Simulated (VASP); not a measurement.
# IrS: single point with r2SCAN

Crystal: IrS.

```
Ir S
1.0
     0.00000    2.46052    2.46052
     2.46052    0.00000    2.46052
     2.46052    2.46052    0.00000
Ir S
1 1
Direct
  0.50000 0.50000 0.50000
  0.01626 0.01626 0.98374
```

This cell differs from its parent crystal: atom 2 (S) moved 0.08 Å along z.

| Quantity | Value |
| --- | --- |
| Program | VASP 6.6.1 |
| Task | single point |
| Functional | r2SCAN |
| Potentials or basis | VASP PAW PBE potentials, release 64 (Ir_sv_GW, S) |
| Cutoff | 620 eV |
| k mesh | 12 × 12 × 12 |
| Occupations | gaussian, width 0.05 eV |
| Spin | no spin polarisation |
| Dipole correction | no |
| Further INCAR settings | ALGO = Normal; EDIFF = 1e-06; NBANDS = 18 |

The pressure is -0.3 GPa. The largest force is 0.087 eV/Å and the band gap on the k mesh is zero (an odd number of electrons rules out a gap without spin polarisation).

Forces in eV/Å, atoms in the order of the input:
```
Ir   0.000  0.000 -0.087
S    0.000  0.000  0.087
```

Stress tensor (GPa, compression positive):
```
-0.96  0.00  0.00
 0.00 -0.96  0.00
 0.00  0.00  1.05
```

Levels at points of the mesh, in eV from the Fermi level:
| k point | band 10 | band 11 | band 12 | band 13 | band 14 | band 15 |
| --- | --- | --- | --- | --- | --- | --- |
| (0.00, 0.00, 0.00) | -2.97 | -2.33 | -2.33 | -2.07 | 3.32 | 10.89 |
| (0.50, 0.00, 0.00) | -1.41 | -0.76 | 3.46 | 4.40 | 4.64 | 6.89 |
| (0.50, 0.50, 0.00) | -2.11 | -0.88 | -0.88 | -0.09 | 1.85 | 10.80 |
| (0.00, 0.50, 0.50) | -2.05 | -0.87 | -0.85 | -0.02 | 1.82 | 10.76 |

Wall time 8.7 min on 1 thread of AMD EPYC 7R43 64-Core Processor (Zen 3), with other jobs on the host, peak memory 0.22 GiB.

Caveat: the cell differs from its parent crystal (atom 2 (S) moved 0.08 Å along z); the PAW data sets were made with another functional, which shifts forces and pressure a little; spin-orbit coupling is left out, which moves the levels of the heavy elements; an odd number of electrons without spin polarisation forces a metal; a magnetic or distorted state may lie lower.
